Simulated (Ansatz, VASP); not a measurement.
## PbS in VASP and in Ansatz

File POSCAR:

```
PbS
1.0
    0.0000000000      3.0464982800      3.0464982800
    3.0464982800      0.0000000000      3.0464982800
    3.0464982800      3.0464982800      0.0000000000
Pb S
1 1
Direct
    0.0000000000      0.0000000000      0.0000000000
    0.5000000000      0.5000000000      0.5000000000
```

The input INCAR.step1:

```
SYSTEM = PbS
PREC = Accurate
ENCUT = 520
ISMEAR = -1
SIGMA = 0.02
LREAL = .FALSE.
LASPH = .TRUE.
NELM = 80
GGA = PE
ALGO = Normal
EDIFF = 1E-4
LWAVE = .TRUE.
LCHARG = .FALSE.
```

INCAR.step2

```
SYSTEM = PbS
PREC = Accurate
ENCUT = 520
EDIFF = 1E-6
ISMEAR = -1
SIGMA = 0.02
LREAL = .FALSE.
LASPH = .TRUE.
NELM = 80
ALGO = Normal
ISIF = 2
LWAVE = .FALSE.
LCHARG = .FALSE.
METAGGA = R2SCAN
LMIXTAU = .TRUE.
IBRION = 2
NSW = 50
EDIFFG = -0.01
ISTART = 1
```

Contents of KPOINTS:

```
Automatic mesh
0
G
  8 8 8
  0 0 0
```

Input for Ansatz:

```yaml
crystal:
  lattice:
    - [0.0, 3.04649835, 3.04649835]
    - [3.04649835, 0.0, 3.04649835]
    - [3.04649835, 3.04649835, 0.0]
  atoms:
    - { symbol: Pb, position: [0.0, 0.0, 0.0] }
    - { symbol: S, position: [0.5, 0.5, 0.5] }
  symmetry: { tolerance: 0.0003 }
hamiltonian:
  xc: r2scan
  pseudopotentials: { kind: paw, azcp: { folder: soft_1 } }
basis:
  ecutwfc: 500
magnetization:
  spin_polarized: false
scf:
  occupations: { method: fermi_dirac, width: 0.02 }
kpoints:
  mp_grid: { grid: [8, 8, 8], shift: [0, 0, 0] }
  band_path:
    path:
      - [0.0, 0.0, 0.0]
      - [0.5, 0.0, 0.5]
      - [0.625, 0.25, 0.625]
      - [0.375, 0.375, 0.75]
      - [0.0, 0.0, 0.0]
      - [0.5, 0.5, 0.5]
      - [0.5, 0.25, 0.75]
      - [0.5, 0.0, 0.5]
    npoints: 10
output:
  forces: true
  stress: true
  eigenvalues: true
  write_potential: true
  elf: true
  volumetric_format: npy
  dos: { e_range: [-12, 8], de: 0.05 }
relax:
  max_steps: 30
```

Alike in both runs: task relaxation of the atoms; functional r2SCAN; k mesh 8 × 8 × 8; occupations fermi-dirac, width 0.02 eV; no spin polarisation.

|  | VASP | Ansatz |
| --- | --- | --- |
| version | VASP 6.6.1 | Ansatz 0.2.0 |
| potentials or method | VASP PAW PBE potentials, release 64 (Pb_d, S), cutoff 520 eV | PAW plane waves |
| valence electrons in the cell | 20 | 20 |

```csv
,VASP,Ansatz,Ansatz less VASP
"gap on the k mesh at the Fermi level, each at its own relaxed structure (eV)",0.90,0.90,0.000
```

VASP's potentials were made for PBE, not for r2SCAN. Ansatz's warnings: stress scf threshold loose.

Spin-orbit coupling is off throughout. Noted on VASP's run: the relaxation stopped at its first step, so nothing moved.
